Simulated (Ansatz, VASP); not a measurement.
## Sr in VASP and in Ansatz

File INCAR:

```
SYSTEM = Sr
PREC     = Accurate       ! precision mode
ENCUT    = 500            ! plane-wave cutoff, eV
EDIFF    = 1E-7           ! SCF threshold, eV
ISMEAR   = -1             ! smearing method
SIGMA    = 0.1            ! smearing width, eV
LREAL    = .False.        ! projectors in reciprocal space
LASPH    = .True.         ! aspherical terms in the spheres
NELM     = 120            ! most SCF steps
ALGO     = Normal         ! electronic algorithm
ISIF     = 3              ! what is computed and relaxed
LWAVE    = .False.        ! write WAVECAR
LCHARG   = .False.        ! write CHGCAR
GGA      = B5             ! functional
ALDAX    = 1.0          
AGGAX    = 1.0          
AGGAC    = 1.0          
ALDAC    = 0.0          
IBRION   = 2              ! ionic algorithm
NSW      = 80             ! ionic steps
EDIFFG   = -0.01          ! ionic threshold
GGA_COMPAT= .False.      
NELMIN   = 4
```

File KPOINTS:

```
Automatic mesh
0
Gamma
  8 8 8
  0 0 0
```

Contents of POSCAR:

```
Sr
1.0
    3.9327266275      0.0000000000      0.0000000000
    0.0000000000      3.9327266275      0.0000000000
    0.0000000000      0.0000000000      3.9327266275
Sr
1
Direct
    0.0000000000      0.0000000000      0.0000000000
```

Input for Ansatz:

```yaml
crystal:
  lattice:
    - [3.9327266275, 0.0, 0.0]
    - [0.0, 3.9327266275, 0.0]
    - [0.0, 0.0, 3.9327266275]
  atoms:
    - { symbol: Sr, position: [0.0, 0.0, 0.0] }
hamiltonian:
  xc: blyp
  pseudopotentials:
    kind: paw
    azcp:
      Sr: "pseudopotentials/Sr.paw.azcp"
basis:
  ecutwfc: 420
  fft_grid_basis: typed
kpoints:
  mp_grid: { grid: [8, 8, 8], shift: [0, 0, 0] }
magnetization:
  spin_polarized: false
scf:
  occupations: { method: fermi_dirac, width: 0.1 }
relax:
  max_steps: 60
  f_tol: 0.01
  cell: {}
```

Alike in both runs: task relaxation of cell and atoms; functional BLYP; k mesh 8 × 8 × 8; occupations fermi-dirac, width 0.1 eV; no spin polarisation.

```csv
,VASP,Ansatz
version,VASP 6.6.1,Ansatz 0.2.0
potentials or method,"VASP PAW PBE potentials, release 64 (Sr_sv), cutoff 500 eV","plane waves (420 eV) with PAW, scalar-relativistic"
valence electrons in the cell,10,10
```

Ansatz gave:

| Property | Result |
| --- | --- |
| relaxed volume (Å³/atom) | 62.40 |
| relaxed cell length with the largest relative difference (Å) | 3.966 |

Estimate VASP's values.

relaxed volume (Å³/atom): 62.24; relaxed cell length with the largest relative difference (Å): 3.963.

VASP's potentials were made for PBE, not for BLYP.
